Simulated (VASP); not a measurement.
Input of a VASP 6.6.1 run:

The input INCAR:

```
SYSTEM = AlNi
PREC = Accurate
ENCUT = 520
EDIFF = 1E-6
ISMEAR = 0
SIGMA = 0.1
LREAL = .False.
LASPH = .True.
NELM = 80
ALGO = Normal
ISIF = 2
LWAVE = .False.
LCHARG = .False.
GGA = PE
NBANDS = 14
```

The input KPOINTS:

```
regular mesh
0
Gamma
  14 14 14
  0 0 0
```

Contents of POSCAR:

```
AlNi
1.0
    2.8930835297      0.0000000000      0.0000000000
    0.0000000000      2.8930835297      0.0000000000
    0.0000000000      0.0000000000      2.8930835297
Al Ni
1 1
Direct
    0.0000000000      0.0000000000      0.0000000000
    0.5000000000      0.5000000000      0.5000000000
```

Potentials or basis: VASP PAW PBE potentials, release 64 (Al, Ni).

Command:

```console
$ cat potpaw_PBE.64/Al/POTCAR potpaw_PBE.64/Ni/POTCAR > POTCAR
$ mpirun -np 1 vasp_std > vasp.out
```

What does it give for the pressure?

0.0 GPa.

Spin polarisation is off, so any magnetic state and its effect on volume and gap are missing.
